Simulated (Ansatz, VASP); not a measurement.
V: VASP beside Ansatz

Contents of INCAR:

```
SYSTEM = V
PREC = Accurate ; ENCUT = 520
EDIFF = 1E-7 ; ISMEAR = -1
SIGMA = 0.03 ; LREAL = .FALSE.
LASPH = .TRUE. ; NELM = 150
ALGO = Normal ; ISIF = 2
LWAVE = .FALSE. ; LCHARG = .TRUE.
ISPIN = 2 ; MAGMOM = 1.5
LORBIT = 11 ; LMAXMIX = 4
GGA = PS ; LELF = .TRUE.
LVHAR = .TRUE. ; NBANDS = 16
```

File KPOINTS:

```
Automatic mesh
0
G
  19 19 19
  0 0 0
```

Contents of POSCAR:

```
V
1.0
   -1.4821137825      1.4821137825      1.4821137825
    1.4821137825     -1.4821137825      1.4821137825
    1.4821137825      1.4821137825     -1.4821137825
V
1
Direct
    0.0000000000      0.0000000000      0.0000000000
```

Input for Ansatz:

```yaml
crystal:
  lattice:
    - [-1.4821137825, 1.4821137825, 1.4821137825]
    - [1.4821137825, -1.4821137825, 1.4821137825]
    - [1.4821137825, 1.4821137825, -1.4821137825]
  atoms:
    - { symbol: V, position: [0.0, 0.0, 0.0], spin: 1.5 }
magnetization:
  spin_polarized: true
kpoints:
  mp_grid: { grid: [19, 19, 19] }
  band_path:
    path:
      - [0.0, 0.0, 0.0]
      - [0.5, -0.5, 0.5]
      - [0.0, 0.0, 0.5]
      - [0.0, 0.0, 0.0]
      - [0.25, 0.25, 0.25]
      - [0.5, -0.5, 0.5]
      - [0.25, 0.25, 0.25]
      - [0.0, 0.0, 0.5]
    npoints: 5
scf:
  occupations: { method: fermi_dirac, width: 0.03 }
hamiltonian:
  xc: pbesol
  pseudopotentials: { kind: all_electron, lapw: { basis_error: 0.001 } }
output:
  forces: true
  stress: true
  eigenvalues: true
```

Change from the starting cell: volume scaled by 0.94.

Alike in both runs: task single point; functional PBEsol; k mesh 19 × 19 × 19; occupations fermi-dirac, width 0.03 eV; collinear spin.

|  | VASP | Ansatz |
| --- | --- | --- |
| version | VASP 6.6.1 | Ansatz 0.2.0 |
| potentials or method | VASP PAW PBE potentials, release 64 (V_sv), cutoff 520 eV | all-electron LAPW, scalar-relativistic |

|  | VASP | Ansatz | Ansatz less VASP |
| --- | --- | --- | --- |
| pressure (GPa) | -1.1 | -1.3 | -0.25 |
| net moment per atom (μB) | 0.00 | 0.00 | -0.001 |

VASP's potentials were made for PBE, not for PBEsol. Ansatz ran all-electron here, and VASP with PAW potentials. Ansatz's warnings: seeded moment not kept.
